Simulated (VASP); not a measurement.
Here is a VASP 6.6.1 calculation.

INCAR

```
SYSTEM = ZnS
PREC = Accurate ; ENCUT = 520
EDIFF = 1E-6 ; ISMEAR = -1
SIGMA = 0.08 ; LREAL = .FALSE.
LASPH = .TRUE. ; NELM = 60
ALGO = Normal ; ISIF = 2
LWAVE = .FALSE. ; LCHARG = .FALSE.
GGA = PE ; NBANDS = 16
```

File KPOINTS:

```
regular mesh
0
G
  14 14 14
  0 0 0
```

Contents of POSCAR:

```
ZnS
1.0
    0.0000000000      2.2870942076      2.2870942076
    2.2870942076      0.0000000000      2.2870942076
    2.2870942076      2.2870942076      0.0000000000
Zn S
1 1
Direct
    0.0000000000      0.0000000000      0.0000000000
    0.5000000000      0.5000000000      0.5000000000
```

Potentials or basis: VASP PAW PBE potentials, release 64 (Zn, S).

Run with:

```sh
$ cat potpaw_PBE.64/Zn/POTCAR potpaw_PBE.64/S/POTCAR > POTCAR
$ mpirun -np 1 vasp_std > vasp.out
```

Task: Estimate the pressure.

Result: 59.7 GPa.

Task: Estimate the band gap on the k mesh.

Result: Zero (band 9 reaches 7.97 eV, above the bottom of band 10 at 7.53 eV).
